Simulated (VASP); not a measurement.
# LiBe16 (a cell with a defect) in VASP: further runs

LiBe16 (a cell with a defect) is run at these levels: PBE; tasks: single point.

All numbers are computed with VASP 6.6.1; they aren't measurements. Logs are shortened: lines on timing, memory, paths and dates and some standing lists are left out, and cuts for length are marked.

## Step 1: The cell of the first run

The cell holds a defect, 17 atoms: a = 4.580 Å, b = 3.966 Å, c = 7.177 Å, α = 90.00°, β = 90.00°, γ = 90.00°.

## Step 2: Single point, PBE

INCAR reads:

```
PREC     = Accurate       # precision mode
ENCUT    = 520            # plane-wave cutoff, eV
EDIFF    = 1E-6           # SCF threshold, eV
ISMEAR   = -1             # smearing method
SIGMA    = 0.15           # smearing width, eV
LREAL    = Auto         
LASPH    = T              # aspherical terms in the spheres
NELM     = 100            # most SCF steps
ALGO     = Normal         # electronic algorithm
ISIF     = 2              # what is computed and relaxed
LWAVE    = F              # write WAVECAR
LCHARG   = F              # write CHGCAR
GGA      = PE             # functional
NBANDS   = 32             # bands
```

KPOINTS reads:

```
regular mesh
0
Gamma
  5 5 3
```

POSCAR reads:

```
LiBe16
1.0
   -2.2900000000     -3.9663960000      0.0000000000
    3.4350000000     -1.9831980000      0.0000000000
    0.0000000000      0.0000000000      7.1768600000
Be Li
16 1
Direct
    0.7653087786      0.4331913999     -0.0036279552
    0.5110256859      0.3052833092      0.2428620383
    0.7651196220      0.4332409343      0.4896826082
    0.5326575698      0.3896686311      0.7430977582
    0.4927631218     -0.0135385429     -0.0024795723
    0.2611202145      0.7981963006      0.2427981535
    0.4925956888     -0.0134274697      0.4878109894
    0.3243303295      0.7901572935      0.7426559320
    0.2601304614      0.4815126129     -0.0028700867
    0.0172040809      0.2877872467      0.2429374719
    0.2602331878      0.4815384367      0.4885694739
   -0.0597936596      0.6101038717      0.7430785610
    0.0056858943     -0.0686402979     -0.0035100868
    0.7574747302      0.7940311805      0.2428448602
    0.0057156780     -0.0688393823      0.4892262040
    0.7270957162      0.9951341208      0.7424958364
    0.1268131000      0.2009359548      0.7427803141
```

Potentials or basis: VASP PAW PBE potentials, release 64 (Be, Li_sv).

Started as:

```console
cat potpaw_PBE.64/Be/POTCAR potpaw_PBE.64/Li_sv/POTCAR > POTCAR
mpirun -np 1 vasp_std > vasp.out
```

OUTCAR:

```text
PREC = Accurate
   ENCUT = 520
   EDIFF = 1E-6
   ISMEAR = -1
   LREAL = Auto
   LASPH = T
   NELM = 100
   ISIF = 2
   GGA = PE

 ion  position               nearest neighbor table
   1  0.765  0.433  0.996-  12 2.11   4 2.11   5 2.17   2 2.18  10 2.19  13 2.26   9 2.27  13 2.27
                            14 2.28   9 2.32
   2  0.511  0.305  0.243-   7 2.17   5 2.17   1 2.18   3 2.18  11 2.22   9 2.22  14 2.24  10 2.26
                             6 2.27   6 2.31  10 2.32  14 2.32
   3  0.765  0.433  0.490-  12 2.11   4 2.11   7 2.17   2 2.18  10 2.19  15 2.26  11 2.28  15 2.28
                            14 2.28  11 2.32
   4  0.533  0.390  0.743-  16 1.80   8 1.85  17 2.00  12 2.06   1 2.11   3 2.11   9 2.24  11 2.24
[... 25 lines left out ...]
  17  0.127  0.201  0.743-  12 1.83   8 1.86   4 2.00  16 2.00  15 2.18  13 2.18  11 2.22   9 2.22
                            12 2.49

  LATTYP: Found a simple orthorhombic cell.
 ALAT       =     3.9663962620
 B/A-ratio  =     1.1547004875
 C/A-ratio  =     1.8094157835

  Lattice vectors:

 A1 = (  -3.4350000000,   1.9831980000,   0.0000000000)
 A2 = (  -2.2900000000,  -3.9663960000,   0.0000000000)
 A3 = (   0.0000000000,   0.0000000000,   7.1768600000)

Analysis of symmetry for initial positions (statically):
=====================================================================
 Subroutine PRICEL returns:
 Original cell was already a primitive cell.

 Routine SETGRP: Setting up the symmetry group for a
 simple orthorhombic supercell.

 Subroutine GETGRP returns: Found  1 space group operations
 (whereof  1 operations were pure point group operations)
 out of a pool of  8 trial point group operations.

The static configuration has the point symmetry C_1 .

Analysis of symmetry for dynamics (positions and initial velocities):
=====================================================================
 Subroutine PRICEL returns:
 Original cell was already a primitive cell.

 Routine SETGRP: Setting up the symmetry group for a
 simple orthorhombic supercell.

 Subroutine GETGRP returns: Found  1 space group operations
 (whereof  1 operations were pure point group operations)
 out of a pool of  8 trial point group operations.

The dynamic configuration has the point symmetry C_1 .

 Subroutine INISYM returns: Found  1 space group operations
 (whereof  1 operations are pure point group operations),
 and found     1 'primitive' translations

----------------------------------------------------------------------------------------

                                     Primitive cell

  volume of cell :     130.3755

  direct lattice vectors                    reciprocal lattice vectors
    -2.290000000 -3.966396000  0.000000000    -0.109170306 -0.189088533  0.000000000
     3.435000000 -1.983198000  0.000000000     0.218340611 -0.126059022  0.000000000
     0.000000000  0.000000000  7.176860000     0.000000000  0.000000000  0.139336702

  length of vectors
     4.579999697  3.966396262  7.176860000     0.218340626  0.252118027  0.139336702

  position of ions in fractional coordinates (direct lattice)
     0.765308779  0.433191400  0.996372045
     0.511025686  0.305283309  0.242862038
     0.765119622  0.433240934  0.489682608
     0.532657570  0.389668631  0.743097758
     0.492763122  0.986461457  0.997520428
     0.261120214  0.798196301  0.242798153
[... 9 lines left out ...]
     0.727095716  0.995134121  0.742495836
     0.126813100  0.200935955  0.742780314

  ion indices of the primitive-cell ions
   primitive index   ion index
                 1           1
                 2           2
                 3           3
                 4           4
                 5           5
                 6           6
[... 9 lines left out ...]
                16          16
                17          17

----------------------------------------------------------------------------------------

 KPOINTS: regular mesh

Automatic generation of k-mesh.
 Grid dimensions read from file:
 generate k-points for:    5    5    3

 Generating k-lattice:

  Cartesian coordinates                     Fractional coordinates (reciprocal lattice)
    -0.021834061 -0.037817707  0.000000000     0.200000000  0.000000000  0.000000000
     0.043668122 -0.025211804  0.000000000     0.000000000  0.200000000  0.000000000
     0.000000000  0.000000000  0.046445567     0.000000000  0.000000000  0.333333333

  Length of vectors
     0.043668125  0.050423605  0.046445567

  Shift w.r.t. Gamma in fractional coordinates (k-lattice)
     0.000000000  0.000000000  0.000000000

 Subroutine IBZKPT returns following result:
 ===========================================

 Found     38 irreducible k-points:

 Following reciprocal coordinates:
            Coordinates               Weight
  0.000000  0.000000  0.000000      1.000000
  0.200000  0.000000  0.000000      2.000000
  0.400000  0.000000  0.000000      2.000000
  0.000000  0.200000  0.000000      2.000000
  0.200000  0.200000  0.000000      2.000000
 -0.200000  0.200000  0.000000      2.000000
[... 16 lines left out ...]
  0.200000 -0.200000 -0.333333      2.000000
 -0.200000 -0.200000  0.333333      2.000000
 [... further k-points ...]
   k-points           NKPTS =     38   k-points in BZ     NKDIM =     38   number of bands    NBANDS=     32
   number of dos      NEDOS =    301   number of ions     NIONS =     17
   total plane-waves  NPLWV =  58320
   dimension x,y,z NGX =    36 NGY =   30 NGZ =   54
   dimension x,y,z NGXF=    72 NGYF=   60 NGZF=  108
   ions per type =              16   1
   NGX,Y,Z   is equivalent  to a cutoff of  13.07, 12.57, 12.51 a.u.
   NGXF,Y,Z  is equivalent  to a cutoff of  26.13, 25.15, 25.02 a.u.
 SYSTEM =  unknown system
   PREC   = accura    normal or accurate (medium, high low for compatibility)
   ISTART =      0    job   : 0-new  1-cont  2-samecut
   ICHARG =      2    charge: 1-file 2-atom 10-const
   ISPIN  =      1    spin polarized calculation?
   LNONCOLLINEAR =      F non collinear calculations
   LSORBIT =      F    spin-orbit coupling
   LASPH  =      T    aspherical Exc in radial PAW
   ENCUT  =  520.0 eV  38.22 Ry    6.18 a.u.   8.52  7.37 13.34*2*pi/ulx,y,z
   NELM   =    100;   NELMIN=  2; NELMDL= -5     # of ELM steps
   EDIFF  = 0.1E-05   stopping-criterion for ELM
   LREAL  =      T    real-space projection
   EDIFFG = 0.1E-04   stopping-criterion for IOM
   NSW    =      0    number of steps for IOM
   IBRION =     -1    ionic relax: 0-MD 1-quasi-New 2-CG
   NFREE  =      0    steps in history (QN), initial steepest desc. (CG)
   ISIF   =      2    stress and relaxation
   ISYM   =      2    0-nonsym 1-usesym 2-fastsym
   POTIM  = 0.5000    time-step for ionic-motion
   TEBEG  =    0.0;   TEEND  =   0.0 temperature during run
   PSTRESS=    0.0 pullay stress
   NELECT =      35.0000    total number of electrons
   NUPDOWN=      -1.0000    fix difference up-down
   EMIN   =  10.00;   EMAX   =-10.00  energy-range for DOS
   EFERMI =   0.00;   METHOD = LEGACY
   ISMEAR =    -1;   SIGMA  =   0.15  broadening in eV -4-tet -1-fermi 0-gaus
   EFERMI_NEDOS =   21; number of points for ismear=-14 and -15
   IALGO  =     38    algorithm
   IMIX   =      4    mixing-type and parameters
     AMIX     =   0.40;   BMIX     =  1.00
     AMIX_MAG =   1.60;   BMIX_MAG =  1.00
  volume/ion in A,a.u.               =       7.67        51.75
  Fermi-wavevector in a.u.,A,eV,Ry     =   1.056085  1.995711 15.174786  1.115315
  Thomas-Fermi vector in A             =   2.191307
   LORBIT       =      0    0 simple, 1 ext, 2 COOP (PROOUT), +10 PAW based schemes
   GGA     = PE    functional components
   LHFCALC =     F    Hartree Fock is set to
   AEXX    =    0.0000 exact exchange contribution
   IVDW    =     0    specifies the selected vdW correction
   LEPSILON=     F    determine dielectric tensor
   LRPA    =     F    only Hartree local field effects (RPA)
 non-spin polarized calculation
  energy-cutoff  :      520.00
  volume of cell :      130.38
 maximum number of plane-waves:      3529
 NGX is ok and might be reduce to    36
   NGX = 17   NGY = 15   NGZ = 27

 number of electron      34.9999997 magnetization

 Free energy of the ion-electron system (eV)
  ---------------------------------------------------
  ext. energy  EPLUGINS =         0.00000000
  ---------------------------------------------------
  free energy    TOTEN  =       -57.58737932 eV

  energy without entropy =      -57.40918786  energy(sigma->0) =      -57.49828359

 E-fermi :   7.1727     XC(G=0): -10.6564

 val. band max:        7.1563633588   @ k =   0.4000   0.0000   0.0000
 cond. band min:       7.1977286562   @ k =   0.4000   0.0000   0.0000
 fundamental gap:      0.0413652974
 Fermi energy:         7.1727472310

 k-point     1 :       0.0000    0.0000    0.0000
  band No.  band energies     occupation
      1     -38.8760      2.00000
      2      -4.0519      2.00000
      3      -2.1133      2.00000
      4      -1.8782      2.00000
      5       1.0003      2.00000
      6       1.1197      2.00000
[... 757 lines left out ...]
     28      12.0810      0.00000
     29      12.5363      0.00000

 [... further k-points ...]

 [bands above 29 left out]

------------------------ aborting loop because EDIFF is reached ----------------------------------------

  FORCE on cell =-STRESS in cart. coord.  units (eV):
  Direction    XX          YY          ZZ          XY          YZ          ZX
  --------------------------------------------------------------------------------------
  -------------------------------------------------------------------------------------
  Total       17.8833897      8.6809511      1.5750458      0.8333655     -0.0032613     -0.0118364
  in kB      219.7679712    106.6797197     19.3556499     10.2411815     -0.0400778     -0.1454565
  external PRESSURE =     115.2677803 kB  Pullay stress =       0.0000000 kB

 VOLUME and BASIS-vectors are now :
 -----------------------------------------------------------------------------
  energy-cutoff  :      520.00
  volume of cell :      130.38
      direct lattice vectors                 reciprocal lattice vectors
    -2.290000000 -3.966396000  0.000000000    -0.109170306 -0.189088533  0.000000000
     3.435000000 -1.983198000  0.000000000     0.218340611 -0.126059022  0.000000000
     0.000000000  0.000000000  7.176860000     0.000000000  0.000000000  0.139336702

 POSITION                                       TOTAL-FORCE (eV/Angst)
 -----------------------------------------------------------------------------------
     -0.26454     -3.89462      7.15082         0.000053     -0.000087     -0.003900
     -0.12160     -2.63237      1.74299        -0.005027     -0.000612     -0.001028
     -0.26394     -3.89397      3.51438        -0.002496     -0.001886      0.004455
      0.11873     -2.88552      5.33311         0.006841     -0.019814     -0.000084
      2.26007     -3.91084      7.15906        -0.007430     -0.004239      0.000749
      2.14384     -2.61869      1.74253         0.002505     -0.006327     -0.000556
[... 9 lines left out ...]
      1.75324     -4.85750      5.32879         0.004666      0.016191      0.002902
      0.39981     -0.90149      5.33083        -0.004399      0.000798     -0.000703
 -----------------------------------------------------------------------------------
    total drift:                               -0.000660      0.005653     -0.002649

  FREE ENERGIE OF THE ION-ELECTRON SYSTEM (eV)
  ---------------------------------------------------
  free  energy   TOTEN  =       -57.5873793159 eV

  energy  without entropy=      -57.4091878572  energy(sigma->0) =      -57.49828359
```

It took 97 s on 1 thread of Intel Xeon 6975P-C (Granite Rapids), shared host; peak memory 0.28 GiB.

What came out:

```
Free energy   : -57.5874 eV
Largest force : 0.022 eV/Å
```

Forces in eV/Å, atoms in the order of the input:
```
Be   0.000  0.000 -0.004
Be  -0.005 -0.001 -0.001
Be  -0.002 -0.002  0.004
Be   0.007 -0.020  0.000
Be  -0.007 -0.004  0.001
Be   0.003 -0.006 -0.001
Be  -0.006 -0.003  0.001
Be  -0.022 -0.001  0.001
Be   0.003 -0.001  0.001
Be   0.005  0.002  0.000
Be   0.002 -0.001 -0.003
Be   0.021  0.002  0.000
Be   0.002  0.006  0.000
Be  -0.002  0.005  0.000
Be   0.003  0.008 -0.002
Be   0.005  0.016  0.003
Li  -0.004  0.001 -0.001
```

Caveat: the cutoff is under 1.25 times the usual one of these potentials, so pressure, stress and relaxed cells hold a basis-set (Pulay) error.

[end of part 1 of 2]
